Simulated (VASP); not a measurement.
# In (Im-3m) in VASP: a series of runs, part 2 of 2

VASP 6.6.1. Earlier steps stand in the parts before.

## 3. Single point, PBEsol (volume scaled by 0.95)

INCAR

```
ALGO = Normal
EDIFF = 1E-6
ENCUT = 520
GGA = PS
ISIF = 2
ISMEAR = -1
LASPH = True
LCHARG = False
LREAL = False
LWAVE = False
NBANDS = 12
NELM = 60
PREC = Accurate
SIGMA = 0.1
```

KPOINTS

```
k-points
0
Gamma
  16 16 16
```

POSCAR

```
In
1.0
   -1.8308266263      1.8308266263      1.8308266263
    1.8308266263     -1.8308266263      1.8308266263
    1.8308266263      1.8308266263     -1.8308266263
In
1
Direct
    0.0000000000      0.0000000000      0.0000000000
```

Potentials or basis: VASP PAW PBE potentials, release 64 (In_d).

Launch:

```console
$ cat potpaw_PBE.64/In_d/POTCAR > POTCAR
$ mpirun -np 1 vasp_std > vasp.out
```

OUTCAR:

```text
EDIFF = 1E-6
   ENCUT = 520
   GGA = PS
   ISIF = 2
   ISMEAR = -1
   LASPH = True
   LREAL = False
   NELM = 60
   PREC = Accurate

 ion  position               nearest neighbor table
   1  0.000  0.000  0.000-

  LATTYP: Found a body centered cubic cell.
 ALAT       =     3.6616532526

  Lattice vectors:

 A1 = (  -1.8308266263,   1.8308266263,   1.8308266263)
 A2 = (   1.8308266263,  -1.8308266263,   1.8308266263)
 A3 = (   1.8308266263,   1.8308266263,  -1.8308266263)

Analysis of symmetry for initial positions (statically):
=====================================================================
 Subroutine PRICEL returns:
 Original cell was already a primitive cell.

 Routine SETGRP: Setting up the symmetry group for a
 body centered cubic supercell.

 Subroutine GETGRP returns: Found 48 space group operations
 (whereof 48 operations were pure point group operations)
 out of a pool of 48 trial point group operations.

The static configuration has the point symmetry O_h .

Analysis of symmetry for dynamics (positions and initial velocities):
=====================================================================
 Subroutine PRICEL returns:
 Original cell was already a primitive cell.

 Routine SETGRP: Setting up the symmetry group for a
 body centered cubic supercell.

 Subroutine GETGRP returns: Found 48 space group operations
 (whereof 48 operations were pure point group operations)
 out of a pool of 48 trial point group operations.

The dynamic configuration has the point symmetry O_h .

 Subroutine INISYM returns: Found 48 space group operations
 (whereof 48 operations are pure point group operations),
 and found     1 'primitive' translations

----------------------------------------------------------------------------------------

                                     Primitive cell
[... 112 lines left out ...]
  Thomas-Fermi vector in A             =   2.454040
   LORBIT       =      0    0 simple, 1 ext, 2 COOP (PROOUT), +10 PAW based schemes
   GGA     = PS    functional components
   LHFCALC =     F    Hartree Fock is set to
   AEXX    =    0.0000 exact exchange contribution
   IVDW    =     0    specifies the selected vdW correction
   LEPSILON=     F    determine dielectric tensor
   LRPA    =     F    only Hartree local field effects (RPA)
 non-spin polarized calculation
  energy-cutoff  :      520.00
  volume of cell :       24.55
 maximum number of plane-waves:       682
   NGX = 11   NGY = 11   NGZ = 11

 number of electron      12.9999998 magnetization

 Free energy of the ion-electron system (eV)
  ---------------------------------------------------
  ext. energy  EPLUGINS =         0.00000000
  ---------------------------------------------------
  free energy    TOTEN  =        -2.96525167 eV

  energy without entropy =       -2.94814699  energy(sigma->0) =       -2.95669933

 E-fermi :   8.1091     XC(G=0): -10.7138

 val. band max:        8.0888697127   @ k =  -0.3125   0.5000   0.1250
 cond. band min:       8.1106167034   @ k =  -0.3750   0.4375   0.1875
 fundamental gap:      0.0217469907
 Fermi energy:         8.1091400138

 k-point     1 :       0.0000    0.0000    0.0000
  band No.  band energies     occupation
      1      -6.5701      2.00000
      2      -6.5701      2.00000
      3      -6.5701      2.00000
      4      -6.2400      2.00000
      5      -6.2400      2.00000
      6      -1.9125      2.00000
      7      19.9192      0.00000
      8      19.9192      0.00000
      9      19.9192      0.00000
     10      21.3006      0.00000
     11      21.3006      0.00000
     12      21.3006      0.00000
[... 331 lines left out ...]
 k-point    24 :       0.2500    0.1875    0.0000
  band No.  band energies     occupation
      1      -6.6471      2.00000
      2      -6.5335      2.00000
      3      -6.2922      2.00000
      4      -6.2761      2.00000
      5      -6.1696      2.00000
      6       1.7144      2.00000
      7       9.3349      0.00001
      8      11.2236      0.00000
      9      15.2604      0.00000
     10      20.4423      0.00000
     11      21.6404      0.00000
     12      24.2290      0.00000

 [... further k-points ...]

------------------------ aborting loop because EDIFF is reached ----------------------------------------

  FORCE on cell =-STRESS in cart. coord.  units (eV):
  Direction    XX          YY          ZZ          XY          YZ          ZX
  --------------------------------------------------------------------------------------
  -------------------------------------------------------------------------------------
  Total        0.3917063      0.3917063      0.3917063     -0.0000000     -0.0000000      0.0000000
  in kB       25.5663943     25.5663943     25.5663943     -0.0000000     -0.0000000      0.0000000
  external PRESSURE =      25.5663943 kB  Pullay stress =       0.0000000 kB

 VOLUME and BASIS-vectors are now :
 -----------------------------------------------------------------------------
  energy-cutoff  :      520.00
  volume of cell :       24.55
      direct lattice vectors                 reciprocal lattice vectors
    -1.830826626  1.830826626  1.830826626     0.000000000  0.273100682  0.273100682
     1.830826626 -1.830826626  1.830826626     0.273100682  0.000000000  0.273100682
     1.830826626  1.830826626 -1.830826626     0.273100682  0.273100682  0.000000000

 POSITION                                       TOTAL-FORCE (eV/Angst)
 -----------------------------------------------------------------------------------
      0.00000      0.00000      0.00000         0.000000     -0.000000      0.000000
 -----------------------------------------------------------------------------------
    total drift:                               -0.000000      0.000000     -0.000000

  FREE ENERGIE OF THE ION-ELECTRON SYSTEM (eV)
  ---------------------------------------------------
  free  energy   TOTEN  =        -2.9652516736 eV

  energy  without entropy=       -2.9481469884  energy(sigma->0) =       -2.95669933
```

OSZICAR:

```text
N       E                     dE             d eps       ncg     rms          rms(c)
DAV:   1     0.767425757977E+02    0.76743E+02   -0.62832E+03  3516   0.141E+03
DAV:   2     0.533757956934E+00   -0.76209E+02   -0.74357E+02  3624   0.288E+02
DAV:   3    -0.293359491120E+01   -0.34674E+01   -0.34568E+01  4160   0.629E+01
DAV:   4    -0.301085637131E+01   -0.77261E-01   -0.77236E-01  4348   0.928E+00
DAV:   5    -0.301421169557E+01   -0.33553E-02   -0.33552E-02  4608   0.171E+00    0.259E+00
DAV:   6    -0.297389342939E+01    0.40318E-01   -0.62893E-02  4312   0.532E+00    0.123E+00
DAV:   7    -0.296603036387E+01    0.78631E-02   -0.16635E-02  4724   0.251E+00    0.304E-01
DAV:   8    -0.296524910271E+01    0.78126E-03   -0.93601E-04  4620   0.522E-01    0.225E-02
DAV:   9    -0.296525087681E+01   -0.17741E-05   -0.11745E-05  4896   0.466E-02    0.161E-02
DAV:  10    -0.296525167361E+01   -0.79680E-06   -0.74779E-07  2688   0.112E-02
   1 F= -.29652517E+01 E0= -.29566993E+01  d E =-.171047E-01
```

Wall time 8.4 s (1 thread of Intel Xeon 6975P-C (Granite Rapids), shared host); peak memory 0.16 GiB.

What came out:

```yaml
Free_energy: -2.9653 eV
Pressure: 2.6 GPa
```

Caveat: the PAW data sets were made with another functional, which shifts forces and pressure a little; spin-orbit coupling is left out, which moves the levels of the heavy elements.
